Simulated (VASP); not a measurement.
Here is a VASP 6.6.1 calculation.

The input INCAR:

```
SYSTEM = B
PREC = Accurate
ENCUT = 520
EDIFF = 1E-6
ISMEAR = -1
SIGMA = 0.1
LREAL = .FALSE.
LASPH = .TRUE.
NELM = 80
ALGO = Normal
ISIF = 2
LWAVE = .FALSE.
LCHARG = .TRUE.
LELF = .TRUE.
LVHAR = .TRUE.
NBANDS = 10
```

Contents of KPOINTS:

```
regular mesh
0
G
  22 22 13
  0 0 0
```

POSCAR

```
B
1.0
   -2.3948923326      2.5753186833      0.7755261590
    2.5753186833     -2.3948923326      0.7755261590
    1.9130602209      1.9130602209     -0.4450749672
B
2
Direct
    0.0679677043      0.9320322957      0.0000000000
    0.6820322957      0.3179677043      0.5000000000
```

Potentials or basis: VASP PAW LDA potentials, release 64 (B).

Command:

```console
$ cat potpaw_LDA.64/B/POTCAR > POTCAR
$ mpirun -np 1 vasp_std > vasp.out
```

(1) Estimate the band gap on the k mesh.

(2) What does it give for the largest force?

(3) Predict the pressure.

## Answers

(1) zero (band 3 reaches 11.78 eV, above the bottom of band 4 at 1.54 eV).

(2) 0.343 eV/Å.

(3) 19.9 GPa.
